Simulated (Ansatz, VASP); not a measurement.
Two plane-wave programs on Nb2Si2O

File INCAR:

```
SYSTEM = Nb2Si2O
PREC = Accurate ; ENCUT = 600
EDIFF = 1E-7 ; ISMEAR = 0
SIGMA = 0.1 ; LREAL = .FALSE.
LASPH = .TRUE. ; NELM = 100
ALGO = Normal ; ISIF = 3
LWAVE = .FALSE. ; LCHARG = .FALSE.
GGA = PE ; IBRION = 2
NSW = 100 ; EDIFFG = -0.01
```

Contents of KPOINTS:

```
Automatic mesh
0
G
  12 12 6
  0 0 0
```

The input POSCAR:

```
Nb2Si2O
1.0
    3.1391587878     -1.6927319702      0.0000000000
    3.1391587878      1.6927319702      0.0000000000
   -0.1159723314      0.0000000000      6.7321392537
Nb Si O
2 2 1
Direct
    0.6762651979      0.6762651979      0.8416409927
    0.3237348021      0.3237348021      0.1583590073
    0.6589965214      0.6589965214      0.4141724412
    0.3410034786      0.3410034786      0.5858275588
    0.0000000000      0.0000000000      0.0000000000
```

Input for Ansatz:

```yaml
crystal:
  lattice:
    - [3.1391587878, -1.6927319702, 0.0]
    - [3.1391587878, 1.6927319702, 0.0]
    - [-0.1159723314, 0.0, 6.7321392537]
  atoms:
    - { symbol: Nb, position: [0.6762651979, 0.6762651979, 0.8416409927] }
    - { symbol: Nb, position: [0.3237348021, 0.3237348021, 0.1583590073] }
    - { symbol: Si, position: [0.6589965214, 0.6589965214, 0.4141724412] }
    - { symbol: Si, position: [0.3410034786, 0.3410034786, 0.5858275588] }
    - { symbol: O, position: [0.0, 0.0, 0.0] }
basis:
  ecutwfc: 420
kpoints:
  mp_grid: { grid: [12, 12, 6] }
hamiltonian:
  xc: pbe
scf:
  occupations: { method: gaussian, width: 0.1 }
output:
  forces: true
  stress: true
  eigenvalues: true
relax:
  adjacent_minimum: "off"
  f_tol: 0.01
  max_steps: 80
  cell: { stress_tol: 0.05 }
```

Change from the starting cell: the structure that the rattled cell fell into.

Alike in both runs: task relaxation of cell and atoms; functional PBE; k mesh 12 × 12 × 6; occupations gaussian, width 0.1 eV; no spin polarisation.

|  | VASP | Ansatz |
| --- | --- | --- |
| version | VASP 6.6.1 | Ansatz 0.2.0 |
| potentials or method | VASP PAW PBE potentials, release 64 (Nb_sv, Si, O), cutoff 600 eV | scalar-relativistic, plane waves, PAW |
| valence electrons in the cell | 40 | 40 |

```csv
,VASP,Ansatz,Ansatz less VASP
"gap on the k mesh at the Fermi level, each at its own relaxed structure (eV)",none,none,-
relaxed volume (Å³/atom),14.32,14.35,+0.024
relaxed cell length with the largest relative difference (Å),3.618,3.623,+0.0049
```

A gap of «none» marks a metal or a gap that the smearing closes.
